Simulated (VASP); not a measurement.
Tc:

```xyz
1
Lattice="0.0000 1.9500 1.9500 1.9500 0.0000 1.9500 1.9500 1.9500 0.0000" Properties=species:S:1:pos:R:3 pbc="T T T"
Tc    0.0000    0.0000    0.0000
```

| Item | Value |
| --- | --- |
| Program | VASP 6.6.1 |
| Task | relaxation of cell and atoms |
| Functional | r2SCAN |
| Dispersion | D4 |
| Potentials or basis | VASP PAW PBE potentials, release 64 (Tc_pv) |
| Cutoff | 600 eV |
| k mesh | 12 × 12 × 12 |
| Occupations | fermi-dirac, width 0.05 eV |
| Spin | no spin polarisation |

At the start: pressure -12.2 GPa; volume 14.83 Å³/atom.

Problem. Where does the relaxation end?

Solution. Over 4 steps the energy falls by 23.9 meV/atom and the volume is 14.23 Å³/atom (-4.0 %); space group Fm-3m (No. 225, to 0.05 Å).

The path:
```tsv
step	energy change (eV)	largest force (eV/Å)	pressure (GPa)	volume (Å³)
1	0.0000	0.0000	-12.24	14.83
2	0.2336	0.0000	54.40	12.53
3	-0.0238	0.0000	-0.67	14.26
4	-0.0239	0.0000	-0.11	14.23
```

Final structure:
```
CELL_PARAMETERS angstrom
0.00000 1.92352 1.92352
1.92352 0.00000 1.92352
1.92352 1.92352 0.00000
ATOMIC_POSITIONS crystal
Tc 0.00000 0.00000 0.00000
```

Caveat: the PAW data sets were made with another functional, which shifts forces and pressure a little; pairwise dispersion overbinds metals, which lowers pressure and volume.
